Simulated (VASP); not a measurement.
# Co (Pm-3n) in VASP: notebook

Runs on Co. Level: PBE. Tasks: relaxation of cell and atoms, single point.

Everything below comes from runs of VASP 6.6.1. Logs are shortened: lines on timing, memory, paths and dates and some standing lists are left out, and cuts for length are marked.

## Step 1: The cell of the first run

Symmetry: Pm-3n, No. 223, cubic system. Conventional cell: a = 4.458 Å, b = 4.458 Å, c = 4.458 Å, α = 90.00°, β = 90.00°, γ = 90.00°. Within 3.3 Å of Co (site symmetry m-3) lie 12 Co at 2.49 Å. Within 2.9 Å of Co (site symmetry -4m2) lie 14 Co at 2.23 to 2.73 Å.

## Step 2: Relaxation of cell and atoms, PBE

Input file INCAR:

```
PREC = Accurate
ENCUT = 600
EDIFF = 1E-6
ISMEAR = -1
SIGMA = 0.1
LREAL = False
LASPH = True
NELM = 80
ALGO = Normal
ISIF = 3
LWAVE = False
LCHARG = False
GGA = PE
IBRION = 2
NSW = 80
EDIFFG = -0.01
```

Input file KPOINTS:

```
regular mesh
0
Gamma
  6 6 6
```

Input file POSCAR:

```
Co
1.0
    4.4578576470      0.0000000000      0.0000000000
    0.0000000000      4.4578576470      0.0000000000
    0.0000000000      0.0000000000      4.4578576470
Co
8
Direct
    0.0000000000      0.0000000000      0.0000000000
    0.5000000000      0.5000000000      0.5000000000
    0.2500000000      0.0000000000      0.5000000000
    0.7500000000      0.0000000000      0.5000000000
    0.5000000000      0.2500000000      0.0000000000
    0.5000000000      0.7500000000      0.0000000000
    0.0000000000      0.5000000000      0.2500000000
    0.0000000000      0.5000000000      0.7500000000
```

Potentials or basis: VASP PAW PBE potentials, release 64 (Co).

On the command line:

```sh
$ cat potpaw_PBE.64/Co/POTCAR > POTCAR
$ mpirun -np 1 vasp_std > vasp.out
```

OUTCAR:

```text
PREC = Accurate
   ENCUT = 600
   EDIFF = 1E-6
   ISMEAR = -1
   LREAL = False
   LASPH = True
   NELM = 80
   ISIF = 3
   GGA = PE
   IBRION = 2
   NSW = 80
   EDIFFG = -0.01

 ion  position               nearest neighbor table
   1  0.000  0.000  0.000-   3 2.49   4 2.49   5 2.49   6 2.49   7 2.49   8 2.49   3 2.49   4 2.49
                             7 2.49   8 2.49   5 2.49   6 2.49
   2  0.500  0.500  0.500-   3 2.49   4 2.49   5 2.49   6 2.49   7 2.49   8 2.49   5 2.49   6 2.49
                             3 2.49   4 2.49   7 2.49   8 2.49
   3  0.250  0.000  0.500-   4 2.23   4 2.23   1 2.49   1 2.49   2 2.49   2 2.49   8 2.73   7 2.73
                             8 2.73   7 2.73   6 2.73   5 2.73   5 2.73   6 2.73
   4  0.750  0.000  0.500-   3 2.23   3 2.23   1 2.49   1 2.49   2 2.49   2 2.49   8 2.73   7 2.73
                             8 2.73   7 2.73   6 2.73   5 2.73   5 2.73   6 2.73
   5  0.500  0.250  0.000-   6 2.23   6 2.23   1 2.49   2 2.49   2 2.49   1 2.49   8 2.73   7 2.73
                             7 2.73   8 2.73   3 2.73   4 2.73   3 2.73   4 2.73
   6  0.500  0.750  0.000-   5 2.23   5 2.23   1 2.49   2 2.49   2 2.49   1 2.49   8 2.73   7 2.73
                             7 2.73   8 2.73   3 2.73   4 2.73   3 2.73   4 2.73
   7  0.000  0.500  0.250-   8 2.23   8 2.23   1 2.49   2 2.49   1 2.49   2 2.49   3 2.73   4 2.73
                             5 2.73   3 2.73   4 2.73   6 2.73   5 2.73   6 2.73
   8  0.000  0.500  0.750-   7 2.23   7 2.23   1 2.49   2 2.49   1 2.49   2 2.49   3 2.73   4 2.73
                             5 2.73   3 2.73   4 2.73   6 2.73   5 2.73   6 2.73

  LATTYP: Found a simple cubic cell.
 ALAT       =     4.4578576470

  Lattice vectors:

 A1 = (   4.4578576470,   0.0000000000,   0.0000000000)
 A2 = (   0.0000000000,   4.4578576470,   0.0000000000)
 A3 = (   0.0000000000,   0.0000000000,   4.4578576470)

Analysis of symmetry for initial positions (statically):
=====================================================================
 Subroutine PRICEL returns:
 Original cell was already a primitive cell.

 Routine SETGRP: Setting up the symmetry group for a
 simple cubic supercell.

 Subroutine GETGRP returns: Found 48 space group operations
 (whereof 24 operations were pure point group operations)
 out of a pool of 48 trial point group operations.

The static configuration has the point symmetry T_h .
 The point group associated with its full space group is O_h .

Analysis of symmetry for dynamics (positions and initial velocities):
=====================================================================
 Subroutine PRICEL returns:
 Original cell was already a primitive cell.

 Routine SETGRP: Setting up the symmetry group for a
 simple cubic supercell.

 Subroutine GETGRP returns: Found 48 space group operations
 (whereof 24 operations were pure point group operations)
 out of a pool of 48 trial point group operations.

The dynamic configuration has the point symmetry T_h .
 The point group associated with its full space group is O_h .

 Subroutine INISYM returns: Found 48 space group operations
 (whereof 24 operations are pure point group operations),
 and found     1 'primitive' translations

----------------------------------------------------------------------------------------

                                     Primitive cell

  volume of cell :      88.5888

  direct lattice vectors                    reciprocal lattice vectors
     4.457857647  0.000000000  0.000000000     0.224323000  0.000000000  0.000000000
     0.000000000  4.457857647  0.000000000     0.000000000  0.224323000  0.000000000
     0.000000000  0.000000000  4.457857647     0.000000000  0.000000000  0.224323000

  length of vectors
     4.457857647  4.457857647  4.457857647     0.224323000  0.224323000  0.224323000

  position of ions in fractional coordinates (direct lattice)
     0.000000000  0.000000000  0.000000000
     0.500000000  0.500000000  0.500000000
     0.250000000  0.000000000  0.500000000
     0.750000000  0.000000000  0.500000000
     0.500000000  0.250000000  0.000000000
     0.500000000  0.750000000  0.000000000
     0.000000000  0.500000000  0.250000000
     0.000000000  0.500000000  0.750000000

  ion indices of the primitive-cell ions
   primitive index   ion index
                 1           1
                 2           2
                 3           3
                 4           4
                 5           5
                 6           6
                 7           7
                 8           8

----------------------------------------------------------------------------------------

 KPOINTS: regular mesh

Automatic generation of k-mesh.
 Grid dimensions read from file:
 generate k-points for:    6    6    6

 Generating k-lattice:

  Cartesian coordinates                     Fractional coordinates (reciprocal lattice)
     0.037387167  0.000000000  0.000000000     0.166666667  0.000000000  0.000000000
     0.000000000  0.037387167  0.000000000     0.000000000  0.166666667  0.000000000
     0.000000000  0.000000000  0.037387167     0.000000000  0.000000000  0.166666667

  Length of vectors
     0.037387167  0.037387167  0.037387167

  Shift w.r.t. Gamma in fractional coordinates (k-lattice)
     0.000000000  0.000000000  0.000000000

 Subroutine IBZKPT returns following result:
 ===========================================

 Found     20 irreducible k-points:

 Following reciprocal coordinates:
            Coordinates               Weight
  0.000000  0.000000  0.000000      1.000000
  0.166667  0.000000  0.000000      6.000000
  0.333333  0.000000  0.000000      6.000000
  0.500000  0.000000  0.000000      3.000000
  0.166667  0.166667  0.000000     12.000000
  0.333333  0.166667  0.000000     24.000000
[... 12 lines left out ...]
  0.500000  0.500000  0.333333      6.000000
  0.500000  0.500000  0.500000      1.000000
   k-points           NKPTS =     20   k-points in BZ     NKDIM =     20   number of bands    NBANDS=     43
   number of dos      NEDOS =    301   number of ions     NIONS =      8
   total plane-waves  NPLWV =  46656
   dimension x,y,z NGX =    36 NGY =   36 NGZ =   36
   dimension x,y,z NGXF=    72 NGYF=   72 NGZF=   72
   ions per type =               8
   NGX,Y,Z   is equivalent  to a cutoff of  13.43, 13.43, 13.43 a.u.
   NGXF,Y,Z  is equivalent  to a cutoff of  26.85, 26.85, 26.85 a.u.
 SYSTEM =  unknown system
   PREC   = accura    normal or accurate (medium, high low for compatibility)
   ISTART =      0    job   : 0-new  1-cont  2-samecut
   ICHARG =      2    charge: 1-file 2-atom 10-const
   ISPIN  =      1    spin polarized calculation?
   LNONCOLLINEAR =      F non collinear calculations
   LSORBIT =      F    spin-orbit coupling
   LASPH  =      T    aspherical Exc in radial PAW
   ENCUT  =  600.0 eV  44.10 Ry    6.64 a.u.   8.90  8.90  8.90*2*pi/ulx,y,z
   NELM   =     80;   NELMIN=  2; NELMDL= -5     # of ELM steps
   EDIFF  = 0.1E-05   stopping-criterion for ELM
   LREAL  =      F    real-space projection
   EDIFFG = -.1E-01   stopping-criterion for IOM
   NSW    =     80    number of steps for IOM
   IBRION =      2    ionic relax: 0-MD 1-quasi-New 2-CG
   NFREE  =      1    steps in history (QN), initial steepest desc. (CG)
   ISIF   =      3    stress and relaxation
   ISYM   =      2    0-nonsym 1-usesym 2-fastsym
   POTIM  = 0.5000    time-step for ionic-motion
   TEBEG  =    0.0;   TEEND  =   0.0 temperature during run
   PSTRESS=    0.0 pullay stress
   NELECT =      72.0000    total number of electrons
   NUPDOWN=      -1.0000    fix difference up-down
   EMIN   =  10.00;   EMAX   =-10.00  energy-range for DOS
   EFERMI =   0.00;   METHOD = LEGACY
   ISMEAR =    -1;   SIGMA  =   0.10  broadening in eV -4-tet -1-fermi 0-gaus
   EFERMI_NEDOS =   21; number of points for ismear=-14 and -15
   IALGO  =     38    algorithm
   IMIX   =      4    mixing-type and parameters
     AMIX     =   0.40;   BMIX     =  1.00
     AMIX_MAG =   1.60;   BMIX_MAG =  1.00
  volume/ion in A,a.u.               =      11.07        74.73
  Fermi-wavevector in a.u.,A,eV,Ry     =   1.527775  2.887077 31.757320  2.334097
  Thomas-Fermi vector in A             =   2.635625
   LORBIT       =      0    0 simple, 1 ext, 2 COOP (PROOUT), +10 PAW based schemes
   GGA     = PE    functional components
   LHFCALC =     F    Hartree Fock is set to
   AEXX    =    0.0000 exact exchange contribution
   IVDW    =     0    specifies the selected vdW correction
   LEPSILON=     F    determine dielectric tensor
   LRPA    =     F    only Hartree local field effects (RPA)
 conjugate gradient relaxation of ions
 non-spin polarized calculation
  energy-cutoff  :      600.00
  volume of cell :       88.59
 maximum number of plane-waves:      3016
 NGX is ok and might be reduce to    36
   NGX = 17   NGY = 17   NGZ = 17

--------------------------------------- Ionic step        1  -------------------------------------------

 number of electron      71.9999936 magnetization

 Free energy of the ion-electron system (eV)
  ---------------------------------------------------
  ext. energy  EPLUGINS =         0.00000000
  ---------------------------------------------------
  free energy    TOTEN  =       -53.43916965 eV

  energy without entropy =      -52.57792119  energy(sigma->0) =      -53.00854542

 E-fermi :   9.8549     XC(G=0): -13.2854

 val. band max:        9.8539364746   @ k =   0.3333   0.3333   0.0000
 cond. band min:       9.8559469944   @ k =   0.3333   0.3333   0.3333
 fundamental gap:      0.0020105198
 Fermi energy:         9.8548582831

 k-point     1 :       0.0000    0.0000    0.0000
  band No.  band energies     occupation
      1       1.1834      2.00000
      2       5.3156      2.00000
      3       5.3156      2.00000
      4       5.9850      2.00000
      5       6.3519      2.00000
      6       6.3519      2.00000
[... 990 lines left out ...]
  energy  without entropy=      -52.6318907026  energy(sigma->0) =      -53.01172354

--------------------------------------- Ionic step        3  -------------------------------------------

 number of electron      72.0000076 magnetization

 Free energy of the ion-electron system (eV)
  ---------------------------------------------------
  ext. energy  EPLUGINS =         0.00000000
  ---------------------------------------------------
  free energy    TOTEN  =       -53.55921759 eV

  energy without entropy =      -52.74609384  energy(sigma->0) =      -53.15265571

 E-fermi :  10.5238     XC(G=0): -13.5476

 val. band max:       10.5224182902   @ k =   0.3333   0.3333   0.3333
 cond. band min:      10.5271597235   @ k =   0.1667   0.1667   0.1667
 fundamental gap:      0.0047414333
 Fermi energy:        10.5238421355

 k-point     1 :       0.0000    0.0000    0.0000
  band No.  band energies     occupation
      1       1.5581      2.00000
      2       5.7437      2.00000
      3       5.7437      2.00000
      4       6.4552      2.00000
      5       6.7826      2.00000
      6       6.7826      2.00000
[... 944 lines left out ...]
  FREE ENERGIE OF THE ION-ELECTRON SYSTEM (eV)
  ---------------------------------------------------
  free  energy   TOTEN  =       -53.5592175857 eV

  energy  without entropy=      -52.7460938352  energy(sigma->0) =      -53.15265571

 reached required accuracy - stopping structural energy minimisation
```

Run time: 13 min. Hardware: 1 thread of AMD EPYC 7R13, shared host; peak memory 0.22 GiB.

What came out:

```yaml
Free_energy: -53.5592 eV
Relaxed_volume: 10.59 Å³/atom
Relaxed_cell: a = 4.392 Å, b = 4.392 Å, c = 4.392 Å, α = 90.00°, β = 90.00°, γ = 90.00°
Space_group_after_relaxing_to_0.05_Å: Pm-3n (No. 223)
Energy_gained_by_relaxing: 15.0 meV/atom
Ionic_steps: 3
Pressure_after_relaxing: -0.1 GPa
Band_gap_on_the_k_mesh: zero (band 36 reaches 10.70 eV, above the bottom of band 37 at 10.48 eV)
```

Step by step:
| step | energy change (eV) | largest force (eV/Å) | pressure (GPa) | volume (Å³) |
| --- | --- | --- | --- | --- |
| 1 | 0.0000 | 0.0000 | -9.44 | 88.59 |
| 2 | 0.0476 | 0.0000 | 13.36 | 80.48 |
| 3 | -0.1200 | 0.0000 | -0.13 | 84.73 |

Final structure:
```xyz
8
Lattice="4.3922 0.0000 0.0000 0.0000 4.3922 0.0000 0.0000 0.0000 4.3922" Properties=species:S:1:pos:R:3 pbc="T T T"
Co    0.0000    0.0000    0.0000
Co    2.1961    2.1961    2.1961
Co    1.0981    0.0000    2.1961
Co    3.2942    0.0000    2.1961
Co    2.1961    1.0981    0.0000
Co    2.1961    3.2942    0.0000
Co    0.0000    2.1961    1.0981
Co    0.0000    2.1961    3.2942
```

Levels at points of the mesh, in eV from the Fermi level:
```tsv
k point	band 31	band 32	band 33	band 34	band 35	band 36	band 37	band 38	band 39	band 40
(0.00, 0.00, 0.00)	-0.61	-0.51	-0.51	-0.12	-0.12	0.12	0.12	0.12	0.37	0.37
(0.50, 0.00, 0.00)	-0.41	-0.41	-0.12	-0.12	-0.12	-0.12	-0.05	-0.05	0.35	0.35
(0.50, 0.50, 0.00)	-0.42	-0.39	-0.39	-0.27	-0.09	-0.09	0.01	0.19	0.19	0.20
(0.50, 0.50, 0.50)	-0.01	-0.01	-0.01	-0.01	-0.01	-0.01	0.03	0.03	0.03	0.03
```

Caveat: the run has no spin polarisation, though such a crystal can be magnetic. Spin polarisation is off, so any magnetic state and its effect on volume and gap are missing.

## Step 3: Single point, PBE, collinear spin, ferromagnetic start

This run uses another cell than the first one, of 11.14 Å³/atom, 1.006 times its volume.

Input file INCAR:

```
  PREC = Accurate
  ENCUT = 520
  EDIFF = 1E-6
  ISMEAR = -1
  SIGMA = 0.05
  LREAL = F
  LASPH = T
  NELM = 150
  ALGO = Normal
  ISIF = 2
  LWAVE = F
  LCHARG = T
  ISPIN = 2
  MAGMOM = 1.7 1.7 1.7 1.7 1.7 1.7 1.7 1.7
  LORBIT = 11
  LMAXMIX = 4
  GGA = PE
  LELF = T
  LVHAR = T
  NBANDS = 50
```

KPOINTS is that of step 2.

Input file POSCAR:

```
Co
1.0
    4.4669254338      0.0000000000      0.0000000000
    0.0000000000      4.4669254338      0.0000000000
    0.0000000000      0.0000000000      4.4669254338
Co
8
Direct
    0.0000000000      1.0000000000      0.0000000000
    0.5000000000      0.5000000000      0.5000000000
    0.2500000000      0.0000000000      0.5000000000
    0.7500000000      0.0000000000      0.5000000000
    0.5000000000      0.2500000000      1.0000000000
    0.5000000000      0.7500000000      0.0000000000
    1.0000000000      0.5000000000      0.2500000000
    1.0000000000      0.5000000000      0.7500000000
```

Potentials or basis: VASP PAW PBE potentials, release 64 (Co).

On the command line:

```sh
$ cat potpaw_PBE.64/Co/POTCAR > POTCAR
$ mpirun -np 1 vasp_std > vasp.out
```

OUTCAR:

```text
PREC = Accurate
   ENCUT = 520
   EDIFF = 1E-6
   ISMEAR = -1
   LREAL = F
   LASPH = T
   NELM = 150
   ISIF = 2
   ISPIN = 2
   LORBIT = 11
   GGA = PE

 ion  position               nearest neighbor table
   1  0.000  0.000  0.000-   3 2.50   4 2.50   5 2.50   6 2.50   7 2.50   8 2.50   3 2.50   4 2.50
                             7 2.50   8 2.50   5 2.50   6 2.50
   2  0.500  0.500  0.500-   3 2.50   4 2.50   5 2.50   6 2.50   7 2.50   8 2.50   5 2.50   6 2.50
                             3 2.50   4 2.50   7 2.50   8 2.50
   3  0.250  0.000  0.500-   4 2.23   4 2.23   1 2.50   1 2.50   2 2.50   2 2.50   8 2.74   5 2.74
                             5 2.74   6 2.74   6 2.74   7 2.74   8 2.74   7 2.74
[... 2296 lines left out ...]
      2.23346      1.11673      0.00000         0.000000     -0.000000     -0.000000
      2.23346      3.35019      0.00000        -0.000000      0.000000      0.000000
      0.00000      2.23346      1.11673        -0.000000      0.000000     -0.000000
      0.00000      2.23346      3.35019         0.000000     -0.000000      0.000000
 -----------------------------------------------------------------------------------
    total drift:                                0.000000      0.000000     -0.000000

  FREE ENERGIE OF THE ION-ELECTRON SYSTEM (eV)
  ---------------------------------------------------
  free  energy   TOTEN  =       -55.5416235630 eV

  energy  without entropy=      -55.4611573649  energy(sigma->0) =      -55.50139046

 total charge

# of ion       s       p       d       tot
------------------------------------------
    1        0.487   0.516   7.255   8.258
    2        0.487   0.516   7.255   8.258
    3        0.481   0.503   7.255   8.238
    4        0.481   0.503   7.255   8.238
    5        0.481   0.503   7.255   8.238
    6        0.481   0.503   7.255   8.238
    7        0.481   0.503   7.255   8.238
    8        0.481   0.503   7.255   8.238
--------------------------------------------------
tot          3.861   4.047  58.037  65.944

 magnetization (x)

# of ion       s       p       d       tot
------------------------------------------
    1       -0.013  -0.054   1.731   1.664
    2       -0.013  -0.054   1.731   1.664
    3       -0.007  -0.046   1.784   1.732
    4       -0.007  -0.046   1.784   1.732
    5       -0.007  -0.046   1.784   1.732
    6       -0.007  -0.046   1.784   1.732
    7       -0.007  -0.046   1.784   1.732
    8       -0.007  -0.046   1.784   1.732
--------------------------------------------------
tot         -0.065  -0.386  14.169  13.718
```

OSZICAR:

```text
N       E                     dE             d eps       ncg     rms          rms(c)
DAV:   1     0.562043378330E+03    0.56204E+03   -0.30376E+04  4000   0.193E+03
DAV:   2    -0.120554640829E+02   -0.57410E+03   -0.54842E+03  4008   0.386E+02
DAV:   3    -0.619999744504E+02   -0.49945E+02   -0.41489E+02  4034   0.148E+02
DAV:   4    -0.632456799815E+02   -0.12457E+01   -0.12327E+01  4290   0.266E+01
DAV:   5    -0.632863760420E+02   -0.40696E-01   -0.40686E-01  5894   0.324E+00    0.296E+01
DAV:   6    -0.572318372887E+02    0.60545E+01   -0.74639E+01  4108   0.890E+01    0.177E+01
DAV:   7    -0.625101848048E+02   -0.52783E+01   -0.24737E+01  4248   0.104E+02    0.355E+01
DAV:   8    -0.554611501795E+02    0.70490E+01   -0.96443E+00  4462   0.675E+01    0.587E+00
DAV:   9    -0.556139826933E+02   -0.15283E+00   -0.22788E+00  4582   0.129E+01    0.431E+00
DAV:  10    -0.555427835705E+02    0.71199E-01   -0.18151E-01  4284   0.560E+00    0.146E+00
DAV:  11    -0.555410120686E+02    0.17715E-02   -0.26344E-02  4348   0.183E+00    0.821E-01
DAV:  12    -0.555417145745E+02   -0.70251E-03   -0.36447E-03  4940   0.456E-01    0.391E-01
DAV:  13    -0.555416952908E+02    0.19284E-04   -0.12692E-03  4782   0.658E-01    0.165E-01
DAV:  14    -0.555416341629E+02    0.61128E-04   -0.22627E-04  4476   0.271E-01    0.842E-02
DAV:  15    -0.555416400389E+02   -0.58761E-05   -0.64931E-05  4942   0.751E-02    0.441E-02
DAV:  16    -0.555416240718E+02    0.15967E-04   -0.87064E-06  4114   0.376E-02    0.783E-03
DAV:  17    -0.555416235630E+02    0.50876E-06   -0.21350E-06  2616   0.120E-02
   1 F= -.55541624E+02 E0= -.55501390E+02  d E =-.804662E-01  mag=    13.5605
```

It took 9.3 min on 1 thread of AMD EPYC 7R13, shared host; peak memory 0.27 GiB.

What came out:

* Free energy: -55.5416 eV
* Pressure: -0.9 GPa
* Net moment: 13.56 μB per cell
* Site moments: Co +1.66, +1.73 μB
* Valence electrons inside the program's atomic spheres: Co 8.26, 8.24
